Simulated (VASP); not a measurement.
# Cd (P6_3/mmc) in VASP: relaxation of shape and atoms at fixed volume with r2SCAN

Aim: the relaxation of shape and atoms at fixed volume of Cd with r2SCAN.

All numbers are computed with VASP 6.6.1; they aren't measurements. Logs are shortened: lines on timing, memory, paths and dates and some standing lists are left out, and cuts for length are marked.

### 1 The cell of the first run

The structure is hexagonal, space group P6_3/mmc (No. 194). The conventional cell has a = 2.915 Å, b = 2.915 Å, c = 5.627 Å, α = 90.00°, β = 90.00°, γ = 120.00°. Within 3.8 Å of Cd (site symmetry -6m2) lie 12 Cd at 2.91 to 3.28 Å.

### 2 Relaxation of shape and atoms at fixed volume, r2SCAN (20.70 Å³/atom)

POSCAR reads:

```
Cd
1.0
    2.9145128854      0.0000000000      0.0000000000
   -1.4572564427      2.5240421984      0.0000000000
    0.0000000000      0.0000000000      5.6274007651
Cd
2
Direct
    0.3333333333      0.6666666667      0.2500000000
    0.6666666667      0.3333333333      0.7500000000
```

INCAR.step1 reads:

```
ALGO     = Normal         # electronic algorithm
EDIFF    = 1E-4           # SCF threshold, eV
ENCUT    = 600            # plane-wave cutoff, eV
GGA      = PE             # functional
ISMEAR   = 0              # smearing method
LASPH    = True           # aspherical terms in the spheres
LCHARG   = False          # write CHGCAR
LREAL    = False          # projectors in reciprocal space
LWAVE    = True           # write WAVECAR
NELM     = 100            # most SCF steps
PREC     = Accurate       # precision mode
SIGMA    = 0.1            # smearing width, eV
```

INCAR.step2 reads:

```
ALGO     = Normal         # electronic algorithm
EDIFF    = 1E-6           # SCF threshold, eV
EDIFFG   = -0.01          # ionic threshold
ENCUT    = 600            # plane-wave cutoff, eV
IBRION   = 2              # ionic algorithm
ISIF     = 4              # what is computed and relaxed
ISMEAR   = 0              # smearing method
ISTART   = 1            
LASPH    = True           # aspherical terms in the spheres
LCHARG   = False          # write CHGCAR
LMIXTAU  = True         
LREAL    = False          # projectors in reciprocal space
LWAVE    = False          # write WAVECAR
METAGGA  = R2SCAN         # meta-GGA
NELM     = 100            # most SCF steps
NSW      = 50             # ionic steps
PREC     = Accurate       # precision mode
SIGMA    = 0.1            # smearing width, eV
```

KPOINTS reads:

```
k-points
0
Gamma
  18 18 8
```

Potentials or basis: VASP PAW PBE potentials, release 64 (Cd).

Command:

```sh
> cat potpaw_PBE.64/Cd/POTCAR > POTCAR
> cp INCAR.step1 INCAR
> mpirun -np 1 vasp_std > vasp.out
> cp INCAR.step2 INCAR
> mpirun -np 1 vasp_std > vasp.out
```

OUTCAR:

```text
EDIFF = 1E-6
   EDIFFG = -0.01
   ENCUT = 600
   IBRION = 2
   ISIF = 4
   ISMEAR = 0
   ISTART = 1
   LASPH = True
   LREAL = False
   METAGGA = R2SCAN
   NELM = 100
   NSW = 50
   PREC = Accurate

 ion  position               nearest neighbor table
   1  0.333  0.667  0.250-   2 3.28   2 3.28   2 3.28   2 3.28   2 3.28   2 3.28
   2  0.667  0.333  0.750-   1 3.28   1 3.28   1 3.28   1 3.28   1 3.28   1 3.28

  LATTYP: Found a hexagonal cell.
 ALAT       =     2.9145128854
 C/A-ratio  =     1.9308203416

  Lattice vectors:

 A1 = (   2.9145128854,   0.0000000000,   0.0000000000)
 A2 = (  -1.4572564427,   2.5240421984,   0.0000000000)
 A3 = (   0.0000000000,   0.0000000000,   5.6274007651)

Analysis of symmetry for initial positions (statically):
=====================================================================
 Subroutine PRICEL returns:
 Original cell was already a primitive cell.

 Routine SETGRP: Setting up the symmetry group for a
 hexagonal supercell.

 Subroutine GETGRP returns: Found 24 space group operations
 (whereof 12 operations were pure point group operations)
 out of a pool of 24 trial point group operations.

The static configuration has the point symmetry D_3d.
 The point group associated with its full space group is D_6h.

Analysis of symmetry for dynamics (positions and initial velocities):
=====================================================================
 Subroutine PRICEL returns:
 Original cell was already a primitive cell.

 Routine SETGRP: Setting up the symmetry group for a
 hexagonal supercell.

 Subroutine GETGRP returns: Found 24 space group operations
 (whereof 12 operations were pure point group operations)
 out of a pool of 24 trial point group operations.

The dynamic configuration has the point symmetry D_3d.
 The point group associated with its full space group is D_6h.

 Subroutine INISYM returns: Found 24 space group operations
 (whereof 12 operations are pure point group operations),
 and found     1 'primitive' translations

----------------------------------------------------------------------------------------

                                     Primitive cell

  volume of cell :      41.3971

  direct lattice vectors                    reciprocal lattice vectors
     2.914512885  0.000000000  0.000000000     0.343110509  0.198094945  0.000000000
    -1.457256443  2.524042198  0.000000000     0.000000000  0.396189890  0.000000000
     0.000000000  0.000000000  5.627400765     0.000000000  0.000000000  0.177701934

  length of vectors
     2.914512885  2.914512885  5.627400765     0.396189890  0.396189890  0.177701934

  position of ions in fractional coordinates (direct lattice)
     0.333333333  0.666666667  0.250000000
     0.666666667  0.333333333  0.750000000

  ion indices of the primitive-cell ions
   primitive index   ion index
                 1           1
                 2           2

----------------------------------------------------------------------------------------

 KPOINTS: k-points

Automatic generation of k-mesh.
 Grid dimensions read from file:
 generate k-points for:   18   18    8

 Generating k-lattice:

  Cartesian coordinates                     Fractional coordinates (reciprocal lattice)
     0.019061695  0.011005275  0.000000000     0.055555556  0.000000000  0.000000000
     0.000000000  0.022010549  0.000000000     0.000000000  0.055555556  0.000000000
     0.000000000  0.000000000  0.022212742     0.000000000  0.000000000  0.125000000

  Length of vectors
     0.022010549  0.022010549  0.022212742

  Shift w.r.t. Gamma in fractional coordinates (k-lattice)
     0.000000000  0.000000000  0.000000000

 Subroutine IBZKPT returns following result:
 ===========================================

 Found    185 irreducible k-points:

 Following reciprocal coordinates:
            Coordinates               Weight
  0.000000  0.000000  0.000000      1.000000
  0.055556 -0.000000  0.000000      6.000000
  0.111111 -0.000000  0.000000      6.000000
  0.166667 -0.000000  0.000000      6.000000
  0.222222 -0.000000  0.000000      6.000000
  0.277778 -0.000000  0.000000      6.000000
[... 16 lines left out ...]
  0.333333  0.111111  0.000000     12.000000
  0.388889  0.111111  0.000000     12.000000
 [... further k-points ...]
   k-points           NKPTS =    185   k-points in BZ     NKDIM =    185   number of bands    NBANDS=     16
   number of dos      NEDOS =    301   number of ions     NIONS =      2
   total plane-waves  NPLWV =  27648
   dimension x,y,z NGX =    24 NGY =   24 NGZ =   48
   dimension x,y,z NGXF=    48 NGYF=   48 NGZF=   96
   ions per type =               2
   NGX,Y,Z   is equivalent  to a cutoff of  13.69, 13.69, 14.18 a.u.
   NGXF,Y,Z  is equivalent  to a cutoff of  27.38, 27.38, 28.36 a.u.
 SYSTEM =  unknown system
   PREC   = accura    normal or accurate (medium, high low for compatibility)
   ISTART =      1    job   : 0-new  1-cont  2-samecut
   ICHARG =      0    charge: 1-file 2-atom 10-const
   ISPIN  =      1    spin polarized calculation?
   LNONCOLLINEAR =      F non collinear calculations
   LSORBIT =      F    spin-orbit coupling
   LASPH  =      T    aspherical Exc in radial PAW
   ENCUT  =  600.0 eV  44.10 Ry    6.64 a.u.   5.82  5.82 11.24*2*pi/ulx,y,z
   NELM   =    100;   NELMIN=  2; NELMDL=  0     # of ELM steps
   EDIFF  = 0.1E-05   stopping-criterion for ELM
   LREAL  =      F    real-space projection
   EDIFFG = -.1E-01   stopping-criterion for IOM
   NSW    =     50    number of steps for IOM
   IBRION =      2    ionic relax: 0-MD 1-quasi-New 2-CG
   NFREE  =      1    steps in history (QN), initial steepest desc. (CG)
   ISIF   =      4    stress and relaxation
   ISYM   =      2    0-nonsym 1-usesym 2-fastsym
   POTIM  = 0.5000    time-step for ionic-motion
   TEBEG  =    0.0;   TEEND  =   0.0 temperature during run
   PSTRESS=    0.0 pullay stress
   NELECT =      24.0000    total number of electrons
   NUPDOWN=      -1.0000    fix difference up-down
   EMIN   =  10.00;   EMAX   =-10.00  energy-range for DOS
   EFERMI =   0.00;   METHOD = LEGACY
   ISMEAR =     0;   SIGMA  =   0.10  broadening in eV -4-tet -1-fermi 0-gaus
   EFERMI_NEDOS =   21; number of points for ismear=-14 and -15
   IALGO  =     38    algorithm
   IMIX   =      4    mixing-type and parameters
     AMIX     =   0.40;   BMIX     =  1.00
     AMIX_MAG =   1.60;   BMIX_MAG =  1.00
  volume/ion in A,a.u.               =      20.70       139.68
  Fermi-wavevector in a.u.,A,eV,Ry     =   1.365071  2.579609 25.353336  1.863418
  Thomas-Fermi vector in A             =   2.491331
   LORBIT       =      0    0 simple, 1 ext, 2 COOP (PROOUT), +10 PAW based schemes
   METAGGA = R2SCAN    functional components
   LHFCALC =     F    Hartree Fock is set to
   AEXX    =    0.0000 exact exchange contribution
   IVDW    =     0    specifies the selected vdW correction
   LEPSILON=     F    determine dielectric tensor
   LRPA    =     F    only Hartree local field effects (RPA)
 conjugate gradient relaxation of ions
 non-spin polarized calculation
 Gauss-broadening in eV      SIGMA  =   0.10
  energy-cutoff  :      600.00
  volume of cell :       41.40
 maximum number of plane-waves:      1402
 NGX is ok and might be reduce to    24
   NGX = 11   NGY = 11   NGZ = 23

--------------------------------------- Ionic step        1  -------------------------------------------

 number of electron      24.0000014 magnetization

 Free energy of the ion-electron system (eV)
  ---------------------------------------------------
  ext. energy  EPLUGINS =         0.00000000
  ---------------------------------------------------
  free energy    TOTEN  =       -40.16749776 eV

  energy without entropy =      -40.16576128  energy(sigma->0) =      -40.16662952

------------------------ aborting loop because EDIFF is reached ----------------------------------------

  FORCE on cell =-STRESS in cart. coord.  units (eV):
  Direction    XX          YY          ZZ          XY          YZ          ZX
  --------------------------------------------------------------------------------------
  -------------------------------------------------------------------------------------
  Total        1.2241189      1.2241189      0.8299549      0.0000000      0.0000000      0.0000000
  in kB       47.3765829     47.3765829     32.1214121      0.0000000      0.0000000      0.0000000
  external PRESSURE =      42.2915260 kB  Pullay stress =       0.0000000 kB

 VOLUME and BASIS-vectors are now :
 -----------------------------------------------------------------------------
  energy-cutoff  :      600.00
  volume of cell :       41.40
      direct lattice vectors                 reciprocal lattice vectors
     2.914512885  0.000000000  0.000000000     0.343110509  0.198094945  0.000000000
    -1.457256443  2.524042198  0.000000000     0.000000000  0.396189890  0.000000000
     0.000000000  0.000000000  5.627400765     0.000000000  0.000000000  0.177701934
[... 73 lines left out ...]
 POSITION                                       TOTAL-FORCE (eV/Angst)
 -----------------------------------------------------------------------------------
     -0.00000      1.69430      1.38764        -0.000000      0.000000     -0.000000
      1.46731      0.84715      4.16293         0.000000     -0.000000      0.000000
 -----------------------------------------------------------------------------------
    total drift:                               -0.000000      0.000000      0.000000

  FREE ENERGIE OF THE ION-ELECTRON SYSTEM (eV)
  ---------------------------------------------------
  free  energy   TOTEN  =       -40.1703232736 eV

  energy  without entropy=      -40.1680989952  energy(sigma->0) =      -40.16921113

--------------------------------------- Ionic step        4  -------------------------------------------

 number of electron      24.0000009 magnetization

 Free energy of the ion-electron system (eV)
  ---------------------------------------------------
  ext. energy  EPLUGINS =         0.00000000
  ---------------------------------------------------
  free energy    TOTEN  =       -40.17040645 eV

  energy without entropy =      -40.16812658  energy(sigma->0) =      -40.16926651

 E-fermi :   3.4046     XC(G=0): -12.0647

 val. band max:        3.3839099003   @ k =   0.0000   0.0000   0.2500
 cond. band min:       3.4570710233   @ k =   0.3333   0.3333   0.1250
 fundamental gap:      0.0731611230
 Fermi energy:         3.4046266008

 k-point     1 :       0.0000    0.0000    0.0000
  band No.  band energies     occupation
      1      -7.3205      2.00000
      2      -7.0134      2.00000
      3      -6.5639      2.00000
      4      -6.5639      2.00000
      5      -6.5058      2.00000
      6      -6.5058      2.00000
[... 8 lines left out ...]
     15      18.5383      0.00000
     16      19.2272      0.00000
[... 419 lines left out ...]
 k-point    24 :       0.3889    0.1111    0.0000
  band No.  band energies     occupation
      1      -7.3004      2.00000
      2      -7.0675      2.00000
      3      -6.9985      2.00000
      4      -6.4991      2.00000
      5      -6.3387      2.00000
      6      -6.2259      2.00000
[... 8 lines left out ...]
     15       8.1630      0.00000
     16       9.7884      0.00000

 [... further k-points ...]

------------------------ aborting loop because EDIFF is reached ----------------------------------------

  FORCE on cell =-STRESS in cart. coord.  units (eV):
  Direction    XX          YY          ZZ          XY          YZ          ZX
  --------------------------------------------------------------------------------------
  -------------------------------------------------------------------------------------
  Total        0.9457154      0.9457154      0.9301292      0.0000000      0.0000000      0.0000000
  in kB       36.6016447     36.6016447     35.9984195      0.0000000      0.0000000      0.0000000
  external PRESSURE =      36.4005696 kB  Pullay stress =       0.0000000 kB

 VOLUME and BASIS-vectors are now :
 -----------------------------------------------------------------------------
  energy-cutoff  :      600.00
  volume of cell :       41.40
      direct lattice vectors                 reciprocal lattice vectors
     2.938419325 -0.000000000  0.000000000     0.340319025  0.196483281 -0.000000000
    -1.469209662  2.544745782 -0.000000000     0.000000000  0.392966562 -0.000000000
     0.000000000  0.000000000  5.536206256     0.000000000  0.000000000  0.180629108

 POSITION                                       TOTAL-FORCE (eV/Angst)
 -----------------------------------------------------------------------------------
     -0.00000      1.69650      1.38405        -0.000000      0.000000      0.000000
      1.46921      0.84825      4.15215         0.000000     -0.000000      0.000000
 -----------------------------------------------------------------------------------
    total drift:                               -0.000000      0.000000      0.000000

  FREE ENERGIE OF THE ION-ELECTRON SYSTEM (eV)
  ---------------------------------------------------
  free  energy   TOTEN  =       -40.1704064466 eV

  energy  without entropy=      -40.1681265827  energy(sigma->0) =      -40.16926651

 reached required accuracy - stopping structural energy minimisation
```

Run time: 37 min. Hardware: 1 thread of Oxide Virtual Turin-like, shared host; peak memory 0.24 GiB.

Results:

| Property | Result |
| --- | --- |
| Free energy | -40.1704 eV |
| Energy gained by relaxing | 1.5 meV/atom |
| Ionic steps | 4 |
| Pressure after relaxing | 3.6 GPa |
| Band gap on the k mesh | zero (bands 12 and 13 overlap by 4.77 eV) |

The path:
```tsv
step	energy change (eV)	largest force (eV/Å)	pressure (GPa)	volume (Å³)
1	0.0000	0.0000	4.23	41.40
2	-0.0019	0.0000	3.99	41.40
3	-0.0028	0.0000	3.73	41.40
4	-0.0029	0.0000	3.64	41.40
```

Final structure:
```
CELL_PARAMETERS angstrom
2.93842 0.00000 0.00000
-1.46921 2.54475 0.00000
0.00000 0.00000 5.53621
ATOMIC_POSITIONS crystal
Cd 0.33333 0.66667 0.25000
Cd 0.66667 0.33333 0.75000
```

Levels at points of the mesh, in eV from the Fermi level:
```
           k point  band 10  band 11  band 12  band 13  band 14  band 15
(0.00, 0.00, 0.00)    -9.12    -9.12    -3.45    -3.29    11.15    15.13
(0.50, 0.00, 0.00)    -8.78    -2.72    -2.08     2.04     3.11     3.50
(0.00, 0.00, 0.50)    -9.24    -8.05    -8.05     3.88     3.88    15.46
(0.50, 0.00, 0.50)    -8.79    -1.91    -1.91     0.14     0.14     8.63
```

Caveat: the PAW data sets were made with another functional, which shifts forces and pressure a little.

The gap in the log of VASP goes by the Fermi energy; the results here count the filled bands.